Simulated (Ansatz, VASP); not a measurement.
One calculation of Ni3Cl, two programs

```
CELL_PARAMETERS angstrom
3.67676 0.00000 0.00000
0.00000 3.67676 0.00000
0.00000 0.00000 3.67676
ATOMIC_POSITIONS crystal
Ni 0.00000 0.50000 0.50000
Ni 0.50000 0.00000 0.50000
Ni 0.50000 0.50000 0.00000
Cl 0.00000 0.00000 0.00000
```

Alike in both runs: functional PBE; k mesh 6 × 6 × 6; occupations gaussian, width 0.1 eV; collinear spin.

Ansatz relaxed the structure, and its values are those at the end. VASP's run is a single point on that final structure, the one shown.

|  | VASP | Ansatz |
| --- | --- | --- |
| version | VASP 6.6.1 | Ansatz 0.2.0 |
| potentials or method | VASP PAW PBE potentials, release 64 (Ni, Cl), cutoff 520 eV | scalar-relativistic, plane waves, PAW |
| valence electrons in the cell | 37 | 61 |

```tsv
	VASP	Ansatz	Ansatz less VASP
gap on the k mesh at the Fermi level (eV)	none	none	-
pressure (GPa)	0.3	0.2	-0.05
net moment per atom (μB)	0.50	0.50	+0.004
size of the moment on the site where the two differ most (μB)	0.66	0.68	+0.020
```

Site moments also hang on the region over which each program counts them. A gap of «none» marks a metal or a gap that the smearing closes. The functional is the same, so the differences come from potentials, cutoffs and numerics. VASP's potentials hold 37 valence electrons a cell and Ansatz's 61, so a difference there can come from the potentials and not from the codes.
